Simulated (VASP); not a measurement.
# Cu (I4/mmm) in VASP: further runs

Runs on Cu. Level: LDA. Tasks: single point.

All numbers are computed with VASP 6.6.1; they aren't measurements. Logs are shortened: lines on timing, memory, paths and dates and some standing lists are left out, and cuts for length are marked.

### 1 The cell of the first run

Symmetry: I4/mmm, No. 139, tetragonal system. Conventional cell: a = 2.855 Å, b = 2.855 Å, c = 2.783 Å, α = 90.00°, β = 90.00°, γ = 90.00°. Cu (site symmetry 4/mmm) has 14 Cu at 2.45 to 2.85 Å within 3.2 Å.

### 2 Single point, LDA

INCAR

```
SYSTEM = Cu
PREC = Accurate ; ENCUT = 520
EDIFF = 1E-6 ; ISMEAR = 0
SIGMA = 0.15 ; LREAL = .False.
LASPH = .True. ; NELM = 60
ALGO = Fast ; ISIF = 2
LWAVE = .False. ; LCHARG = .False.
GGA = CA ; NBANDS = 12
```

KPOINTS

```
regular mesh
0
Gamma
  22 22 22
  0 0 0
```

POSCAR

```
Cu
1.0
   -1.4273957576      1.4273957576      1.3913500000
    1.4273957576     -1.4273957576      1.3913500000
    1.4273957576      1.4273957576     -1.3913500000
Cu
1
Direct
    0.0000000000      0.0000000000      0.0000000000
```

Potentials or basis: VASP PAW LDA potentials, release 64 (Cu).

Run with:

```bash
$ cat potpaw_LDA.64/Cu/POTCAR > POTCAR
$ mpirun -np 1 vasp_std > vasp.out
```

OUTCAR:

```text
SYSTEM = Cu
   PREC = Accurate
   ENCUT = 520
   EDIFF = 1E-6
   ISMEAR = 0
   LREAL = .False.
   LASPH = .True.
   NELM = 60
   ISIF = 2
   GGA = CA

 ion  position               nearest neighbor table
   1  0.000  0.000  0.000-

  LATTYP: Found a body centered tetragonal cell.
 ALAT       =     2.8547915152
 C/A-ratio  =     0.9747471874

  Lattice vectors:

 A1 = (  -1.4273957576,   1.4273957576,   1.3913500000)
 A2 = (   1.4273957576,  -1.4273957576,   1.3913500000)
 A3 = (   1.4273957576,   1.4273957576,  -1.3913500000)

Analysis of symmetry for initial positions (statically):
=====================================================================
 Subroutine PRICEL returns:
 Original cell was already a primitive cell.

 Routine SETGRP: Setting up the symmetry group for a
 body centered tetragonal supercell.

 Subroutine GETGRP returns: Found 16 space group operations
 (whereof 16 operations were pure point group operations)
 out of a pool of 16 trial point group operations.

The static configuration has the point symmetry D_4h.

Analysis of symmetry for dynamics (positions and initial velocities):
=====================================================================
 Subroutine PRICEL returns:
 Original cell was already a primitive cell.

 Routine SETGRP: Setting up the symmetry group for a
 body centered tetragonal supercell.

 Subroutine GETGRP returns: Found 16 space group operations
 (whereof 16 operations were pure point group operations)
 out of a pool of 16 trial point group operations.

The dynamic configuration has the point symmetry D_4h.

 Subroutine INISYM returns: Found 16 space group operations
 (whereof 16 operations are pure point group operations),
 and found     1 'primitive' translations

----------------------------------------------------------------------------------------

                                     Primitive cell

  volume of cell :      11.3393

  direct lattice vectors                    reciprocal lattice vectors
    -1.427395758  1.427395758  1.391350000     0.000000000  0.350288277  0.359363208
     1.427395758 -1.427395758  1.391350000     0.350288277  0.000000000  0.359363208
     1.427395758  1.427395758 -1.391350000     0.350288277  0.350288277  0.000000000

  length of vectors
     2.451687607  2.451687607  2.451687607     0.501840405  0.501840405  0.495382432

  position of ions in fractional coordinates (direct lattice)
     0.000000000  0.000000000  0.000000000

  ion indices of the primitive-cell ions
   primitive index   ion index
                 1           1

----------------------------------------------------------------------------------------

 KPOINTS: regular mesh

Automatic generation of k-mesh.
 Grid dimensions read from file:
 generate k-points for:   22   22   22

 Generating k-lattice:

  Cartesian coordinates                     Fractional coordinates (reciprocal lattice)
     0.000000000  0.015922194  0.016334691     0.045454545  0.000000000 -0.000000000
     0.015922194  0.000000000  0.016334691     0.000000000  0.045454545 -0.000000000
     0.015922194  0.015922194  0.000000000     0.000000000  0.000000000  0.045454545

  Length of vectors
     0.022810928  0.022810928  0.022517383

  Shift w.r.t. Gamma in fractional coordinates (k-lattice)
     0.000000000  0.000000000  0.000000000

 Subroutine IBZKPT returns following result:
 ===========================================

 Found    834 irreducible k-points:

 Following reciprocal coordinates:
            Coordinates               Weight
  0.000000  0.000000  0.000000      1.000000
  0.045455  0.000000 -0.000000      8.000000
  0.090909  0.000000 -0.000000      8.000000
  0.136364 -0.000000  0.000000      8.000000
  0.181818 -0.000000  0.000000      8.000000
  0.227273  0.000000  0.000000      8.000000
[... 16 lines left out ...]
  0.500000  0.045455  0.000000     16.000000
 -0.454545  0.045455  0.000000     16.000000
 [... further k-points ...]
   k-points           NKPTS =    834   k-points in BZ     NKDIM =    834   number of bands    NBANDS=     12
   number of dos      NEDOS =    301   number of ions     NIONS =      1
   total plane-waves  NPLWV =   5832
   dimension x,y,z NGX =    18 NGY =   18 NGZ =   18
   dimension x,y,z NGXF=    36 NGYF=   36 NGZF=   36
   ions per type =               1
   NGX,Y,Z   is equivalent  to a cutoff of  12.21, 12.21, 12.21 a.u.
   NGXF,Y,Z  is equivalent  to a cutoff of  24.41, 24.41, 24.41 a.u.
 SYSTEM =  Cu
   PREC   = accura    normal or accurate (medium, high low for compatibility)
   ISTART =      0    job   : 0-new  1-cont  2-samecut
   ICHARG =      2    charge: 1-file 2-atom 10-const
   ISPIN  =      1    spin polarized calculation?
   LNONCOLLINEAR =      F non collinear calculations
   LSORBIT =      F    spin-orbit coupling
   LASPH  =      T    aspherical Exc in radial PAW
   ENCUT  =  520.0 eV  38.22 Ry    6.18 a.u.   4.56  4.56  4.56*2*pi/ulx,y,z
   NELM   =     60;   NELMIN=  2; NELMDL= -5     # of ELM steps
   EDIFF  = 0.1E-05   stopping-criterion for ELM
   LREAL  =      F    real-space projection
   EDIFFG = 0.1E-04   stopping-criterion for IOM
   NSW    =      0    number of steps for IOM
   IBRION =     -1    ionic relax: 0-MD 1-quasi-New 2-CG
   NFREE  =      0    steps in history (QN), initial steepest desc. (CG)
   ISIF   =      2    stress and relaxation
   ISYM   =      2    0-nonsym 1-usesym 2-fastsym
   POTIM  = 0.5000    time-step for ionic-motion
   TEBEG  =    0.0;   TEEND  =   0.0 temperature during run
   PSTRESS=    0.0 pullay stress
   NELECT =      11.0000    total number of electrons
   NUPDOWN=      -1.0000    fix difference up-down
   EMIN   =  10.00;   EMAX   =-10.00  energy-range for DOS
   EFERMI =   0.00;   METHOD = LEGACY
   ISMEAR =     0;   SIGMA  =   0.15  broadening in eV -4-tet -1-fermi 0-gaus
   EFERMI_NEDOS =   21; number of points for ismear=-14 and -15
   IALGO  =     68    algorithm
   IMIX   =      4    mixing-type and parameters
     AMIX     =   0.40;   BMIX     =  1.00
     AMIX_MAG =   1.60;   BMIX_MAG =  1.00
  volume/ion in A,a.u.               =      11.34        76.52
  Fermi-wavevector in a.u.,A,eV,Ry     =   1.620606  3.062500 35.733831  2.626362
  Thomas-Fermi vector in A             =   2.714517
   LORBIT       =      0    0 simple, 1 ext, 2 COOP (PROOUT), +10 PAW based schemes
   GGA     = CA    functional components
   LHFCALC =     F    Hartree Fock is set to
   AEXX    =    0.0000 exact exchange contribution
   IVDW    =     0    specifies the selected vdW correction
   LEPSILON=     F    determine dielectric tensor
   LRPA    =     F    only Hartree local field effects (RPA)
 non-spin polarized calculation
 RMM-DIIS sequential band-by-band and
 Gauss-broadening in eV      SIGMA  =   0.15
  energy-cutoff  :      520.00
  volume of cell :       11.34
 maximum number of plane-waves:       323
   NGX =  9   NGY =  9   NGZ =  9

 number of electron      10.9999996 magnetization

 Free energy of the ion-electron system (eV)
  ---------------------------------------------------
  ext. energy  EPLUGINS =         0.00000000
  ---------------------------------------------------
  free energy    TOTEN  =        -4.66247998 eV

  energy without entropy =       -4.65766494  energy(sigma->0) =       -4.66007246

 E-fermi :   7.8598     XC(G=0): -13.3440

 val. band max:        7.8565845816   @ k =   0.5000   0.3182   0.0455
 cond. band min:       7.8612173120   @ k =   0.5000   0.2273   0.1364
 fundamental gap:      0.0046327304
 Fermi energy:         7.8598131048

 k-point     1 :       0.0000    0.0000    0.0000
  band No.  band energies     occupation
      1      -1.7967      2.00000
      2       4.5038      2.00000
      3       4.6104      2.00000
      4       4.6104      2.00000
      5       5.6084      2.00000
      6       5.7226      2.00000
      7      33.1564      0.00000
      8      33.1564      0.00000
      9      33.7895      0.00000
     10      36.8719      0.00000
     11      36.8730      0.00000
     12      37.2649      0.00000

 k-point     2 :       0.0455    0.0000   -0.0000
  band No.  band energies     occupation
      1      -1.7139      2.00000
      2       4.5077      2.00000
      3       4.6092      2.00000
      4       4.6229      2.00000
      5       5.6066      2.00000
      6       5.7106      2.00000
      7      32.5232      0.00000
      8      32.9415      0.00000
      9      33.2816      0.00000
     10      35.6913      0.00000
     11      35.8548      0.00000
     12      36.2476      0.00000

 k-point     3 :       0.0909    0.0000   -0.0000
  band No.  band energies     occupation
      1      -1.4671      2.00000
      2       4.4809      2.00000
      3       4.6032      2.00000
      4       4.6987      2.00000
      5       5.5966      2.00000
      6       5.6851      2.00000
      7      30.5522      0.00000
      8      32.3376      0.00000
      9      32.4293      0.00000
     10      34.1260      0.00000
     11      34.9679      0.00000
     12      35.8474      0.00000

 k-point     4 :       0.1364   -0.0000    0.0000
  band No.  band energies     occupation
      1      -1.0630      2.00000
      2       4.4125      2.00000
      3       4.5866      2.00000
      4       4.8480      2.00000
      5       5.5694      2.00000
      6       5.6717      2.00000
      7      28.1187      0.00000
      8      31.1685      0.00000
      9      31.7879      0.00000
     10      32.6504      0.00000
     11      34.2849      0.00000
     12      36.1035      0.00000

 k-point     5 :       0.1818   -0.0000    0.0000
  band No.  band energies     occupation
      1      -0.5147      2.00000
      2       4.3189      2.00000
      3       4.5570      2.00000
      4       5.0524      2.00000
      5       5.5396      2.00000
      6       5.6768      2.00000
      7      25.6138      0.00000
      8      29.9745      0.00000
      9      30.8918      0.00000
     10      31.5424      0.00000
     11      33.7515      0.00000
     12      36.7108      0.00000
[... 228 lines left out ...]
      1       2.5304      2.00000
      2       3.8130      2.00000
      3       5.5542      2.00000
      4       5.7420      2.00000
      5       6.0850      2.00000
      6       6.8738      2.00000
      7      13.7721      0.00000
      8      24.9143      0.00000
      9      25.7109      0.00000
     10      30.1880      0.00000
     11      33.1614      0.00000
     12      41.1622      0.00000

 k-point    22 :       0.4545    0.0455    0.0000
  band No.  band energies     occupation
      1       2.5913      2.00000
      2       3.7836      2.00000
      3       5.6148      2.00000
      4       5.7557      2.00000
      5       6.2560      2.00000
      6       7.4597      1.99984
      7      12.6719      0.00000
      8      24.6812      0.00000
      9      25.4982      0.00000
     10      30.1133      0.00000
     11      33.1503      0.00000
     12      41.7837      0.00000

 k-point    23 :       0.5000    0.0455    0.0000
  band No.  band energies     occupation
      1       2.5905      2.00000
      2       3.7841      2.00000
      3       5.6376      2.00000
      4       5.7294      2.00000
      5       6.2551      2.00000
      6       7.4510      1.99988
      7      12.6886      0.00000
      8      24.6543      0.00000
      9      25.5129      0.00000
     10      30.1201      0.00000
     11      33.1673      0.00000
     12      42.1185      0.00000

 k-point    24 :      -0.4545    0.0455    0.0000
  band No.  band energies     occupation
      1       2.5275      2.00000
      2       3.8142      2.00000
      3       5.6145      2.00000
      4       5.6673      2.00000
      5       6.0821      2.00000
      6       6.8641      2.00000
      7      13.8105      0.00000
      8      24.8333      0.00000
      9      25.7544      0.00000
     10      30.2080      0.00000
     11      33.2136      0.00000
     12      42.1043      0.00000

 [... further k-points ...]
[... 5 lines left out ...]
  --------------------------------------------------------------------------------------
  -------------------------------------------------------------------------------------
  Total       -0.3605229     -0.3605229     -0.3937268      0.0000000      0.0000000      0.0000000
  in kB      -50.9399243    -50.9399243    -55.6314520      0.0000000      0.0000000      0.0000000
  external PRESSURE =     -52.5037669 kB  Pullay stress =       0.0000000 kB

 VOLUME and BASIS-vectors are now :
 -----------------------------------------------------------------------------
  energy-cutoff  :      520.00
  volume of cell :       11.34
      direct lattice vectors                 reciprocal lattice vectors
    -1.427395758  1.427395758  1.391350000     0.000000000  0.350288277  0.359363208
     1.427395758 -1.427395758  1.391350000     0.350288277  0.000000000  0.359363208
     1.427395758  1.427395758 -1.391350000     0.350288277  0.350288277  0.000000000

 POSITION                                       TOTAL-FORCE (eV/Angst)
 -----------------------------------------------------------------------------------
      0.00000      0.00000      0.00000        -0.000000      0.000000     -0.000000
 -----------------------------------------------------------------------------------
    total drift:                                0.000000      0.000000      0.000000

  FREE ENERGIE OF THE ION-ELECTRON SYSTEM (eV)
  ---------------------------------------------------
  free  energy   TOTEN  =        -4.6624799765 eV

  energy  without entropy=       -4.6576649357  energy(sigma->0) =       -4.66007246
```

It took 39 s on 1 thread of Intel Xeon 6975P-C (Granite Rapids), shared host; peak memory 0.21 GiB.

What came out:

```yaml
Free_energy: -4.6625 eV
Pressure: -5.3 GPa
```

Levels at points of the mesh, in eV from the Fermi level:
```tsv
k point	band 2	band 3	band 4	band 5	band 6	band 7	band 8	band 9	band 10	band 11
(0.00, 0.00, 0.00)	-3.36	-3.25	-3.25	-2.25	-2.14	25.30	25.30	25.93	29.01	29.01
(0.50, 0.00, 0.00)	-4.09	-2.22	-2.04	-1.41	-0.61	4.64	17.63	17.66	21.69	24.79
(0.50, 0.50, 0.00)	-3.95	-2.32	-2.10	-1.43	-0.80	4.35	18.31	18.43	22.32	25.37
(0.50, 0.50, 0.50)	-4.88	-1.61	-1.61	-1.58	7.99	7.99	8.98	13.76	14.18	16.61
```

(Part 1 of 2 ends here.)
